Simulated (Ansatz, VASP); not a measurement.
Two plane-wave programs on Ti5Si

```
Ti Si
1.0
     2.52284    1.45656    4.44090
    -2.52284    1.45656    4.44090
     0.00000   -2.91312    4.44090
Ti Si
5 1
Cartesian
  0.0000 0.0000 2.0176
  0.5316 1.4566 4.4409
  -1.5272 -0.2679 4.4409
  0.0000 0.0000 11.3051
  0.9956 -1.1886 4.4409
  0.0000 0.0000 6.6614
```

Alike in both runs: task single point; functional PBE; k mesh 6 × 6 × 6; occupations gaussian, width 0.1 eV; no spin polarisation.

```csv
,VASP,Ansatz
version,VASP 6.6.1,Ansatz 0.2.0
potentials or method,"VASP PAW PBE potentials, release 64 (Ti_sv, Si), cutoff 520 eV","scalar-relativistic, plane waves, PAW"
valence electrons in the cell,64,64
```

|  | VASP | Ansatz | Ansatz less VASP |
| --- | --- | --- | --- |
| gap on the k mesh at the Fermi level (eV) | none | none | - |
| pressure (GPa) | -0.1 | 0.0 | +0.11 |
| traceless stress, the component that is largest in VASP (GPa) | -0.10 | -0.10 | +0.002 |
| rms of the force components (eV/Å) | 0.015 | 0.015 | +0.0002 |

Atom by atom the forces differ by 0.000 eV/Å (rms over components). A gap of «none» marks a metal or a gap that the smearing closes.
